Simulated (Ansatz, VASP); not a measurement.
# Two plane-wave programs on V

```
V
1.0
     2.57379    0.00000    0.00000
    -1.28689    2.22897    0.00000
     0.00000    0.00000    4.64214
V
2
Cartesian
  1.2869 0.7430 3.4816
  0.0000 1.4860 1.1605
```

Alike in both runs: functional PBEsol; k mesh 18 × 18 × 10; occupations gaussian, width 0.1 eV; no spin polarisation.

Ansatz relaxed the structure, and its values are those at the end. VASP's run is a single point on that final structure, the one shown.

```csv
,VASP,Ansatz
version,VASP 6.6.1,Ansatz 0.2.0
potentials or method,"VASP PAW PBE potentials, release 64 (V_sv), cutoff 520 eV","scalar-relativistic, plane waves, PAW"
valence electrons in the cell,26,26
```

|  | VASP | Ansatz | Ansatz less VASP |
| --- | --- | --- | --- |
| gap on the k mesh at the Fermi level (eV) | none | none | - |
| pressure (GPa) | 0.1 | 0.0 | -0.13 |

VASP's potentials were made for PBE, not for PBEsol. A gap of «none» marks a metal or a gap that the smearing closes.
